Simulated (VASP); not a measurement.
# ZrC (Fmm2) in VASP: a series of runs

ZrC is run at these levels: LDA; tasks: single point.

All numbers are computed with VASP 6.6.1; they aren't measurements. Logs are shortened: lines on timing, memory, paths and dates and some standing lists are left out, and cuts for length are marked.

### 1 The cell of the first run

Symmetry: Fmm2, No. 42, orthorhombic system. Conventional cell: a = 4.533 Å, b = 4.858 Å, c = 4.533 Å, α = 90.00°, β = 90.00°, γ = 90.00°. Within 2.8 Å of Zr (site symmetry mm2) lie 6 C at 2.14 to 2.43 Å. Within 2.8 Å of C (site symmetry mm2) lie 6 Zr at 2.14 to 2.43 Å.

### 2 Single point, LDA (mode 4 frozen in at -0.115 Å, strain +e along z and -e/2 along x and y +0.0467)

INCAR

```
SYSTEM = ZrC
PREC = Accurate
ENCUT = 520
EDIFF = 1E-6
ISMEAR = 0
SIGMA = 0.15
LREAL = .False.
LASPH = .True.
NELM = 100
ALGO = Normal
ISIF = 2
LWAVE = .False.
LCHARG = .False.
NBANDS = 15
```

KPOINTS

```
Automatic mesh
0
Gamma
  16 16 16
  0 0 0
```

POSCAR

```
ZrC
1.0
    0.0000000000      2.2665395978      2.4291066370
    2.2665395978      0.0000000000      2.4291066370
    2.2665395978      2.2665395978      0.0000000000
Zr C
1 1
Direct
    0.4967462522      0.5032537478      0.5032537478
    0.0247120666     -0.0247120666     -0.0247120666
```

Potentials or basis: VASP PAW LDA potentials, release 64 (Zr_sv, C).

Launch:

```console
$ cat potpaw_LDA.64/Zr_sv/POTCAR potpaw_LDA.64/C/POTCAR > POTCAR
$ mpirun -np 1 vasp_std > vasp.out
```

OUTCAR:

```text
SYSTEM = ZrC
   PREC = Accurate
   ENCUT = 520
   EDIFF = 1E-6
   ISMEAR = 0
   LREAL = .False.
   LASPH = .True.
   NELM = 100
   ISIF = 2

 ion  position               nearest neighbor table
   1  0.497  0.503  0.503-   2 2.14   2 2.27   2 2.27   2 2.39   2 2.43   2 2.43
   2  0.025  0.975  0.975-   1 2.14   1 2.27   1 2.27   1 2.39   1 2.43   1 2.43

  LATTYP: Found a body centered tetragonal cell.
 ALAT       =     3.2053710389
 C/A-ratio  =     1.5156477098

  Lattice vectors:

 A1 = (  -2.2665395978,   0.0000000000,   2.4291066370)
 A2 = (   2.2665395978,   0.0000000000,   2.4291066370)
 A3 = (   0.0000000000,   2.2665395978,  -2.4291066370)

Analysis of symmetry for initial positions (statically):
=====================================================================
 Subroutine PRICEL returns:
 Original cell was already a primitive cell.

 Routine SETGRP: Setting up the symmetry group for a
 body centered tetragonal supercell.

 Subroutine GETGRP returns: Found  4 space group operations
 (whereof  4 operations were pure point group operations)
 out of a pool of 16 trial point group operations.

The static configuration has the point symmetry C_2v.

Analysis of symmetry for dynamics (positions and initial velocities):
=====================================================================
 Subroutine PRICEL returns:
 Original cell was already a primitive cell.

 Routine SETGRP: Setting up the symmetry group for a
 body centered tetragonal supercell.

 Subroutine GETGRP returns: Found  4 space group operations
 (whereof  4 operations were pure point group operations)
 out of a pool of 16 trial point group operations.

The dynamic configuration has the point symmetry C_2v.

 Subroutine INISYM returns: Found  4 space group operations
 (whereof  4 operations are pure point group operations),
 and found     1 'primitive' translations

----------------------------------------------------------------------------------------

                                     Primitive cell

  volume of cell :      24.9576

  direct lattice vectors                    reciprocal lattice vectors
     0.000000000  2.266539598  2.429106637    -0.220600602  0.220600602  0.205836991
     2.266539598  0.000000000  2.429106637     0.220600602 -0.220600602  0.205836991
     2.266539598  2.266539598  0.000000000     0.220600602  0.220600602 -0.205836991

  length of vectors
     3.322312568  3.322312568  3.205371039     0.373762114  0.373762114  0.373762114

  position of ions in fractional coordinates (direct lattice)
     0.496746252  0.503253748  0.503253748
     0.024712067  0.975287933  0.975287933

[... 84 lines left out ...]
   POTIM  = 0.5000    time-step for ionic-motion
   TEBEG  =    0.0;   TEEND  =   0.0 temperature during run
   PSTRESS=    0.0 pullay stress
   NELECT =      16.0000    total number of electrons
   NUPDOWN=      -1.0000    fix difference up-down
   EMIN   =  10.00;   EMAX   =-10.00  energy-range for DOS
   EFERMI =   0.00;   METHOD = LEGACY
   ISMEAR =     0;   SIGMA  =   0.15  broadening in eV -4-tet -1-fermi 0-gaus
   EFERMI_NEDOS =   21; number of points for ismear=-14 and -15
   IALGO  =     38    algorithm
   IMIX   =      4    mixing-type and parameters
     AMIX     =   0.40;   BMIX     =  1.00
     AMIX_MAG =   1.60;   BMIX_MAG =  1.00
  volume/ion in A,a.u.               =      12.48        84.21
  Fermi-wavevector in a.u.,A,eV,Ry     =   1.411607  2.667550 27.111430  1.992634
  Thomas-Fermi vector in A             =   2.533441
   LORBIT       =      0    0 simple, 1 ext, 2 COOP (PROOUT), +10 PAW based schemes
   GGA     = CA    functional components
   LHFCALC =     F    Hartree Fock is set to
   AEXX    =    0.0000 exact exchange contribution
   IVDW    =     0    specifies the selected vdW correction
   LEPSILON=     F    determine dielectric tensor
   LRPA    =     F    only Hartree local field effects (RPA)
 non-spin polarized calculation
 Gauss-broadening in eV      SIGMA  =   0.15
  energy-cutoff  :      520.00
  volume of cell :       24.96
 maximum number of plane-waves:       684
 NGX is ok and might be reduce to    28

 number of electron      16.0000000 magnetization

 Free energy of the ion-electron system (eV)
  ---------------------------------------------------
  ext. energy  EPLUGINS =         0.00000000
  ---------------------------------------------------
  free energy    TOTEN  =       -21.09401740 eV

  energy without entropy =      -21.09059240  energy(sigma->0) =      -21.09230490

 E-fermi :   9.9768     XC(G=0): -12.5359

 val. band max:        9.9707655993   @ k =   0.0625  -0.2500  -0.3125
 cond. band min:       9.9813320871   @ k =  -0.4375   0.5000   0.0625
 fundamental gap:      0.0105664879
 Fermi energy:         9.9767760225

 k-point     1 :       0.0000    0.0000    0.0000
  band No.  band energies     occupation
      1     -37.7260      2.00000
      2     -15.6012      2.00000
      3     -15.5577      2.00000
      4     -15.5414      2.00000
      5      -1.3563      2.00000
      6       9.8635      1.71448
      7      10.1570      0.08933
      8      10.5791      0.00000
      9      11.2269      0.00000
     10      11.6878      0.00000
     11      11.7244      0.00000
     12      12.2698      0.00000
     13      13.6769      0.00000
     14      18.0381      0.00000
[... 401 lines left out ...]
      2     -15.6687      2.00000
      3     -15.6236      2.00000
      4     -15.5449      2.00000
      5      -1.0752      2.00000
      6       9.0625      2.00000
      7       9.5099      1.99999
      8       9.8675      1.69705
      9      11.3045      0.00000
     10      11.6077      0.00000
     11      12.2909      0.00000
     12      12.8010      0.00000
     13      15.1606      0.00000
     14      18.6360      0.00000
     15      21.1664      0.00000

 [... further k-points ...]
[... 5 lines left out ...]
  --------------------------------------------------------------------------------------
  -------------------------------------------------------------------------------------
  Total        2.8015492      1.8382909     -2.3009544      0.0000000      0.0000000      0.0000000
  in kB      179.8480130    118.0107624   -147.7118686      0.0000000      0.0000000      0.0000000
  external PRESSURE =      50.0489690 kB  Pullay stress =       0.0000000 kB

 VOLUME and BASIS-vectors are now :
 -----------------------------------------------------------------------------
  energy-cutoff  :      520.00
  volume of cell :       24.96
      direct lattice vectors                 reciprocal lattice vectors
     0.000000000  2.266539598  2.429106637    -0.220600602  0.220600602  0.205836991
     2.266539598  0.000000000  2.429106637     0.220600602 -0.220600602  0.205836991
     2.266539598  2.266539598  0.000000000     0.220600602  0.220600602 -0.205836991

 POSITION                                       TOTAL-FORCE (eV/Angst)
 -----------------------------------------------------------------------------------
      2.28129      2.26654      2.42911        -1.397419      0.000000      0.000000
      4.42106      2.26654      2.42911         1.397419      0.000000      0.000000
 -----------------------------------------------------------------------------------
    total drift:                               -0.000156      0.000001     -0.000003

  FREE ENERGIE OF THE ION-ELECTRON SYSTEM (eV)
  ---------------------------------------------------
  free  energy   TOTEN  =       -21.0940174048 eV

  energy  without entropy=      -21.0905924047  energy(sigma->0) =      -21.09230490
```

OSZICAR:

```text
N       E                     dE             d eps       ncg     rms          rms(c)
DAV:   1     0.984719003395E+02    0.98472E+02   -0.84111E+03 18646   0.106E+03
DAV:   2    -0.185145518316E+02   -0.11699E+03   -0.10952E+03 23411   0.290E+02
DAV:   3    -0.244456378229E+02   -0.59311E+01   -0.58883E+01 31357   0.553E+01
DAV:   4    -0.245929237130E+02   -0.14729E+00   -0.14721E+00 22229   0.625E+00
DAV:   5    -0.245946459577E+02   -0.17222E-02   -0.17222E-02 25299   0.586E-01    0.231E+01
DAV:   6    -0.212396369052E+02    0.33550E+01   -0.65433E+00 22680   0.230E+01    0.818E+00
DAV:   7    -0.211196307394E+02    0.12001E+00   -0.57721E-01 21189   0.612E+00    0.712E+00
DAV:   8    -0.211247993893E+02   -0.51686E-02   -0.29046E-01 24188   0.379E+00    0.474E+00
DAV:   9    -0.210942468745E+02    0.30553E-01   -0.54756E-02 22011   0.154E+00    0.502E-01
DAV:  10    -0.210940244243E+02    0.22245E-03   -0.29275E-03 23649   0.497E-01    0.667E-02
DAV:  11    -0.210940187758E+02    0.56485E-05   -0.91478E-05 23027   0.972E-02    0.112E-02
DAV:  12    -0.210940176638E+02    0.11120E-05   -0.31958E-06 22124   0.180E-02    0.573E-03
DAV:  13    -0.210940174048E+02    0.25900E-06   -0.42542E-07 15449   0.646E-03
   1 F= -.21094017E+02 E0= -.21092305E+02  d E =-.342500E-02
```

stdout:

```text
POSCAR found type information on POSCAR ZrC
 POSCAR found :  2 types and       2 ions
 scaLAPACK will be used
 LDA part: xc-table for (Slater(with rela. corr.)+CA(PZ))
 , standard interpolation
 POSCAR, INCAR and KPOINTS ok, starting setup
 FFT: planning ... GRIDC
 FFT: planning ... GRID_SOFT
 FFT: planning ... GRID
 WAVECAR not read
 entering main loop
```

It took 2.7 min on 1 thread of Intel Xeon Platinum 8488C (Sapphire Rapids), shared host; peak memory 0.33 GiB.

Results:

```yaml
Free_energy: -21.0940 eV
Pressure: 5.0 GPa
Largest_force: 1.397 eV/Å
Band_gap_on_the_k_mesh: zero (band 8 reaches 10.58 eV, above the bottom of band 9 at 9.38 eV)
```

Forces in eV/Å, atoms in the order of the input:
```
Zr  -1.397  0.000  0.000
C    1.397  0.000  0.000
```

Caveat: the cell differs from its parent crystal (mode 4 frozen in at -0.115 Å, strain +e along z and -e/2 along x and y +0.0467); forces of over 1 eV/Å act on the atoms, so gaps and moduli don't describe the material at rest.

### 3 Single point, LDA (mode 4 frozen in at -0.115 Å, strain +e along z and -e/2 along x and y -0.0467)

INCAR

```
SYSTEM = ZrC
ALGO     = Normal         ! electronic algorithm
EDIFF    = 1E-6           ! SCF threshold, eV
ENCUT    = 520            ! plane-wave cutoff, eV
GGA      = CA             ! functional
ISIF     = 2              ! what is computed and relaxed
ISMEAR   = 0              ! smearing method
LASPH    = .TRUE.         ! aspherical terms in the spheres
LCHARG   = .FALSE.        ! write CHGCAR
LREAL    = .FALSE.        ! projectors in reciprocal space
LWAVE    = .FALSE.        ! write WAVECAR
NBANDS   = 15             ! bands
NELM     = 80             ! most SCF steps
PREC     = Accurate       ! precision mode
SIGMA    = 0.15           ! smearing width, eV
```

KPOINTS

```
k-points
0
G
  16 16 16
  0 0 0
```

POSCAR

```
ZrC
1.0
    0.0000000000      2.3749176240      2.2123505848
    2.3749176240      0.0000000000      2.2123505848
    2.3749176240      2.3749176240      0.0000000000
Zr C
1 1
Direct
    0.4967462522      0.5032537478      0.5032537478
    0.0247120666     -0.0247120666     -0.0247120666
```

Potentials or basis: VASP PAW LDA potentials, release 64 (Zr_sv, C).

Launch:

```console
$ cat potpaw_LDA.64/Zr_sv/POTCAR potpaw_LDA.64/C/POTCAR > POTCAR
$ mpirun -np 1 vasp_std > vasp.out
```

Run time: 2.6 min. Hardware: 1 thread of Intel Xeon Platinum 8488C (Sapphire Rapids), shared host; peak memory 0.33 GiB.

Results (log left out):

```yaml
Free_energy: -21.1167 eV
Pressure: 4.4 GPa
Largest_force: 0.728 eV/Å
Band_gap_on_the_k_mesh: zero (band 8 reaches 10.46 eV, above the bottom of band 9 at 9.67 eV)
```

Forces on the atoms (eV/Å):
```
Zr  -0.728  0.000  0.000
C    0.728  0.000  0.000
```

Stress tensor (GPa, compression positive):
```
-3.16  0.00  0.00
 0.00 -7.82  0.00
 0.00  0.00 24.30
```

Levels at points of the mesh, in eV from the Fermi level:
| k point | band 6 | band 7 | band 8 | band 9 | band 10 | band 11 |
| --- | --- | --- | --- | --- | --- | --- |
| (0.00, 0.00, 0.00) | 0.12 | 0.31 | 0.36 | 0.79 | 1.95 | 1.96 |
| (0.50, 0.00, 0.00) | -5.47 | -3.18 | -3.08 | 4.35 | 4.90 | 5.56 |
| (0.50, 0.50, 0.00) | -2.37 | -1.39 | -0.21 | 0.16 | 4.77 | 5.84 |
| (0.50, 0.00, 0.50) | -2.26 | -2.21 | -0.07 | 0.82 | 4.57 | 5.48 |
| (0.00, 0.50, 0.50) | -2.19 | -1.92 | 0.01 | 0.47 | 4.44 | 5.48 |

Caveat: the cell differs from its parent crystal (mode 4 frozen in at -0.115 Å, strain +e along z and -e/2 along x and y -0.0467).

### 4 Single point, LDA (mode 4 frozen in at -0.172 Å, strain +e along z and -e/2 along x and y -0.0467)

INCAR

```
PREC = Accurate
ENCUT = 520
EDIFF = 1E-6
ISMEAR = 0
SIGMA = 0.15
LREAL = False
LASPH = True
NELM = 80
ALGO = Normal
ISIF = 2
LWAVE = False
LCHARG = False
GGA = CA
NBANDS = 15
```

KPOINTS

```
regular mesh
0
Gamma
  16 16 16
```

POSCAR

```
ZrC
1.0
    0.0000000000      2.3749176240      2.2123505848
    2.3749176240      0.0000000000      2.2123505848
    2.3749176240      2.3749176240      0.0000000000
Zr C
1 1
Direct
    0.4951207967      0.5048792033      0.5048792033
    0.0370573274     -0.0370573274     -0.0370573274
```

Launch:

```console
$ cat potpaw_LDA.64/Zr_sv/POTCAR potpaw_LDA.64/C/POTCAR > POTCAR
$ mpirun -np 1 vasp_std > vasp.out
```

Run time: 66 s. Hardware: 1 thread of Intel Xeon 6975P-C (Granite Rapids), shared host; peak memory 0.32 GiB.

It converged, with:

```yaml
Free_energy: -21.0533 eV
Pressure: 5.9 GPa
Largest_force: 1.206 eV/Å
Band_gap_on_the_k_mesh: zero (band 8 reaches 10.31 eV, above the bottom of band 9 at 9.67 eV)
```

Forces on the atoms (eV/Å):
```
Zr  -1.206  0.000  0.000
C    1.206  0.000  0.000
```

Stress tensor (GPa, compression positive):
```
 2.54  0.00  0.00
 0.00 -8.23  0.00
 0.00  0.00 23.45
```

Levels at points of the mesh, in eV from the Fermi level:
| k point | band 5 | band 6 | band 7 | band 8 | band 9 | band 10 | band 11 | band 12 |
| --- | --- | --- | --- | --- | --- | --- | --- | --- |
| (0.00, 0.00, 0.00) | -11.33 | -0.31 | -0.10 | 0.02 | 0.75 | 2.26 | 2.40 | 2.72 |
| (0.50, 0.00, 0.00) | -8.03 | -5.47 | -3.18 | -3.06 | 4.29 | 4.79 | 5.45 | 6.46 |
| (0.50, 0.50, 0.00) | -10.17 | -2.69 | -1.44 | -0.27 | 0.46 | 4.83 | 5.79 | 5.80 |
| (0.50, 0.00, 0.50) | -10.19 | -2.53 | -2.30 | -0.19 | 1.16 | 4.70 | 5.43 | 6.12 |
| (0.00, 0.50, 0.50) | -10.18 | -2.15 | -1.96 | -0.02 | 0.43 | 4.42 | 5.42 | 6.12 |

Caveat: the cell differs from its parent crystal (mode 4 frozen in at -0.172 Å, strain +e along z and -e/2 along x and y -0.0467); forces of over 1 eV/Å act on the atoms, so gaps and moduli don't describe the material at rest.

### 5 Single point, LDA (mode 4 frozen in at -0.115 Å, strain +e along z and -e/2 along x and y +0.0700)

INCAR

```
SYSTEM = ZrC
ALGO = Normal ; EDIFF = 1E-7
ENCUT = 520 ; GGA = CA
ISIF = 2 ; ISMEAR = 0
LASPH = .TRUE. ; LCHARG = .TRUE.
LELF = .TRUE. ; LREAL = .FALSE.
LVHAR = .TRUE. ; LWAVE = .FALSE.
NBANDS = 15 ; NELM = 60
PREC = Accurate ; SIGMA = 0.15
```

KPOINTS

```
k-points
0
G
  16 16 16
  0 0 0
```

POSCAR

```
ZrC
1.0
    0.0000000000      2.2395031095      2.4831796137
    2.2395031095      0.0000000000      2.4831796137
    2.2395031095      2.2395031095      0.0000000000
Zr C
1 1
Direct
    0.4967462522      0.5032537478      0.5032537478
    0.0247120666     -0.0247120666     -0.0247120666
```

Launch:

```console
$ cat potpaw_LDA.64/Zr_sv/POTCAR potpaw_LDA.64/C/POTCAR > POTCAR
$ mpirun -np 1 vasp_std > vasp.out
```

Wall time 99 s (1 thread of Intel Xeon 6975P-C (Granite Rapids), shared host); peak memory 0.33 GiB.

It converged, with:

| Quantity | Value |
| --- | --- |
| Free energy | -20.9650 eV |
| Pressure | 8.3 GPa |
| Largest force | 1.595 eV/Å |
| Band gap on the k mesh | zero (band 8 reaches 10.68 eV, above the bottom of band 9 at 9.37 eV) |

Forces on the atoms (eV/Å):
```
Zr  -1.595  0.000  0.000
C    1.595  0.000  0.000
```

Stress tensor (GPa, compression positive):
```
 25.69   0.00   0.00
  0.00  19.08   0.00
  0.00   0.00 -19.91
```

Levels at points of the mesh, in eV from the Fermi level:
```
           k point  band 4  band 5  band 6  band 7  band 8  band 9  band 10  band 11  band 12  band 13
(0.00, 0.00, 0.00)  -25.51  -11.38   -0.31    0.13    0.61    1.37     1.68     1.77     1.87     3.86
(0.50, 0.00, 0.00)  -25.54   -7.96   -5.55   -3.37   -3.13    4.32     4.95     5.63     6.49     9.07
(0.50, 0.50, 0.00)  -25.75  -10.28   -2.74   -2.23    0.32    0.75     4.77     5.74     5.75     7.75
(0.50, 0.00, 0.50)  -25.88  -10.27   -2.35   -1.60   -0.03    0.15     4.41     5.11     6.47     9.06
(0.00, 0.50, 0.50)  -25.88  -10.27   -2.06   -1.52   -0.38    0.16     4.33     5.12     6.47     8.58
```

Caveat: the cell differs from its parent crystal (mode 4 frozen in at -0.115 Å, strain +e along z and -e/2 along x and y +0.0700); forces of over 1 eV/Å act on the atoms, so gaps and moduli don't describe the material at rest.

### 6 Overview

| cell | gap on the mesh (eV) | pressure (GPa) | largest force (eV/Å) |
| --- | --- | --- | --- |
| a = 3.322, b = 3.322, c = 3.205 Å, angles 61.2, 61.2, 57.7°, 2 atoms | none | 5.0 | 1.40 |
| a = 3.246, b = 3.246, c = 3.359 Å, angles 58.8, 58.8, 62.3°, 2 atoms | none | 5.9 | 1.21 |
| a = 3.344, b = 3.344, c = 3.167 Å, angles 61.7, 61.7, 56.5°, 2 atoms | none | 8.3 | 1.60 |

Some of these runs hold the atoms at other places in the same cell, which the table doesn't show; runs alike in all that it shows share one row.

Alike in all rows: task single point; level LDA; potentials or basis VASP PAW LDA potentials, release 64 (Zr_sv, C); no spin polarisation; k mesh 16 × 16 × 16; cutoff (eV) 520; smearing gaussian 0.15 eV.

Caveats: forces of over 1 eV/Å act on the atoms, so gaps and moduli don't describe the material at rest.

Total energies depend on the potentials used, so only differences within one code and one set of settings carry meaning.
